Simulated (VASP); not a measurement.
Cu:

```
Cu
1.0
     2.28845    0.00000    0.00000
     0.00000    2.28845    0.00000
     0.00000    0.00000    2.28845
Cu
1
Direct
  0.00000 0.00000 0.00000
```

- Program: VASP 6.6.1
- Task: relaxation of cell and atoms
- Functional: PBE
- Potentials or basis: VASP PAW PBE potentials, release 64 (Cu)
- Cutoff: 600 eV
- k mesh: 8 × 8 × 8
- Occupations: gaussian, width 0.1 eV
- Spin: no spin polarisation

At the start: pressure 23.1 GPa; volume 11.98 Å³/atom.

Problem. Where does the relaxation end?

Solution. Over 3 steps the energy falls by 125.6 meV/atom and the volume is 14.02 Å³/atom (+17.0 %); space group Pm-3m (No. 221, to 0.05 Å).

Step by step:
| step | energy change (eV) | largest force (eV/Å) | pressure (GPa) | volume (Å³) |
| --- | --- | --- | --- | --- |
| 1 | 0.0000 | 0.0000 | 23.06 | 11.98 |
| 2 | -0.0997 | 0.0000 | -6.57 | 15.23 |
| 3 | -0.1256 | 0.0000 | 0.30 | 14.02 |

Final structure:
```
Cu
1.0
     2.41150    0.00000    0.00000
     0.00000    2.41150    0.00000
     0.00000    0.00000    2.41150
Cu
1
Direct
  0.00000 0.00000 0.00000
```

Caveat: the volume moved by over 15 % at a fixed basis, so the end points are rough.
